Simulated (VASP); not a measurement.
Runs of VASP 6.6.1 on Y. The structure is that of space group Fm-3m (No. 225), or close to it. The cells are those of the table. 

```csv
cell,k mesh,gap on the mesh (eV),pressure (GPa)
"a = 3.729 Å, angles 60.0°, 1 atom",12 × 12 × 12,none,(b)
"a = 3.634 Å, angles 60.0°, 1 atom",17 × 17 × 17,none,-0.1
"a = 3.774 Å, angles 60.0°, 1 atom",12 × 12 × 12,none,-3.5
"a = 3.535 Å, angles 60.0°, 1 atom",12 × 12 × 12,none,3.3
"a = 3.483 Å, angles 60.0°, 1 atom",12 × 12 × 12,none,(a)
"a = 3.682 Å, angles 60.0°, 1 atom",12 × 12 × 12,none,-1.4
"a = 3.634 Å, angles 60.0°, 1 atom",12 × 12 × 12,none,-0.1
"a = 3.585 Å, angles 60.0°, 1 atom",12 × 12 × 12,none,1.4
```

Alike in all rows: task single point; level RPBE; potentials or basis VASP PAW PBE potentials, release 64 (Y_sv); no spin polarisation; cutoff (eV) 520; smearing fermi-dirac 0.1 eV.

Estimate the missing entries.

(a) 5.4; (b) -2.5.

Caveats: the PAW data sets were made with another functional, which shifts forces and pressure a little.

A k mesh can miss the band edges, and the runs leave out spin-orbit coupling on Y.

A gap of «none» marks levels without a gap at the run's occupations.
